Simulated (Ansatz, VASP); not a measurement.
**Ag in VASP and in Ansatz**

```
Ag
1.0
     2.98746    0.00000    0.00000
    -1.49373    2.58722    0.00000
     0.00000    0.00000    4.88395
Ag
2
Direct
  0.33333 0.66667 0.25000
  0.66667 0.33333 0.75000
```

Change from the starting cell: volume scaled by 1.06, PAW files.

Alike in both runs: task electric field gradients; functional PBE; k mesh 14 × 14 × 8; occupations fermi-dirac, width 0.05 eV; no spin polarisation.

```csv
,VASP,Ansatz
version,VASP 6.6.1,Ansatz 0.2.0
potentials or method,"VASP PAW PBE potentials, release 64 (Ag)","PAW with Ansatz's default frozen-core files, scalar-relativistic"
plane-wave cutoff (eV),520,420
valence electrons in the cell,22,38
```

|  | VASP | Ansatz | Ansatz less VASP |
| --- | --- | --- | --- |
| pressure (GPa) | -4.2 | -4.1 | +0.07 |
| traceless stress, the component that is largest in VASP (GPa) | -0.22 | -0.22 | -0.003 |
| size of Vzz on the site where it differs most (V/Å²) | 3.1 | 3.5 | +0.37 |

VASP's potentials hold 22 valence electrons a cell and Ansatz's 38, so a difference there can come from the potentials and not from the codes.
